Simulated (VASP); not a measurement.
# GaAsSe3: single point with PBE

Crystal: GaAsSe3.

```
Ga As Se
1.0
     3.41932    1.97414    6.27718
    -3.41932    1.97414    6.27718
     0.00000   -3.94829    6.27718
Ga As Se
2 2 6
Direct
  0.20622 0.20622 0.20622
  0.70622 0.70622 0.70622
  0.01994 0.01994 0.01994
  0.51994 0.51994 0.51994
  0.90619 0.32652 0.56613
  0.32652 0.56613 0.90619
  0.56613 0.90619 0.32652
  0.06613 0.82652 0.40619
  0.40619 0.06613 0.82652
  0.82652 0.40619 0.06613
```

* Program: VASP 6.6.1
* Task: single point
* Functional: PBE
* Potentials or basis: VASP PAW PBE potentials, release 64 (Ga_d, As, Se)
* Cutoff: 500 eV
* k mesh: 2 × 2 × 2
* Occupations: gaussian, width 0.15 eV
* Spin: no spin polarisation
* Dipole correction: no
* Further INCAR settings: ALGO = Normal; EDIFF = 1e-06; NBANDS = 47

| Quantity | Value |
| --- | --- |
| Pressure | 0.0 GPa |
| Largest force | 0.070 eV/Å |
| Band gap on the k mesh | 1.14 eV (least direct gap 1.25 eV) |

Forces in eV/Å, atoms in the order of the input:
```
Ga   0.000  0.000  0.070
Ga   0.000  0.000  0.070
As   0.000  0.000  0.021
As   0.000  0.000  0.021
Se   0.054  0.024 -0.030
Se  -0.006 -0.059 -0.030
Se  -0.048  0.034 -0.030
Se   0.006 -0.059 -0.030
Se   0.048  0.034 -0.030
Se  -0.054  0.024 -0.030
```

Stress tensor (GPa, compression positive):
```
 0.06  0.00  0.00
 0.00  0.06  0.00
 0.00  0.00 -0.07
```

Levels at points of the mesh, in eV from the valence-band top:
```tsv
k point	band 33	band 34	band 35	band 36	band 37	band 38	band 39	band 40
(0.00, 0.00, 0.00)	-0.45	-0.30	-0.11	-0.11	1.14	1.81	1.91	1.91
(0.50, 0.00, 0.00)	-0.58	-0.58	0.00	0.00	1.50	1.50	2.95	2.95
(0.50, 0.50, 0.00)	-0.72	-0.50	-0.34	-0.09	1.59	1.82	1.94	2.56
(0.50, 0.50, 0.50)	-0.38	-0.38	-0.38	-0.38	1.90	1.90	3.08	3.08
```

Wall time 47 s on 1 thread of Intel(R) Xeon(R) 6975P-C (Granite Rapids), on a shared host, peak memory 0.41 GiB.

Caveat: the k points lie up to 0.56 Å⁻¹ apart. A k mesh can miss the band edges.
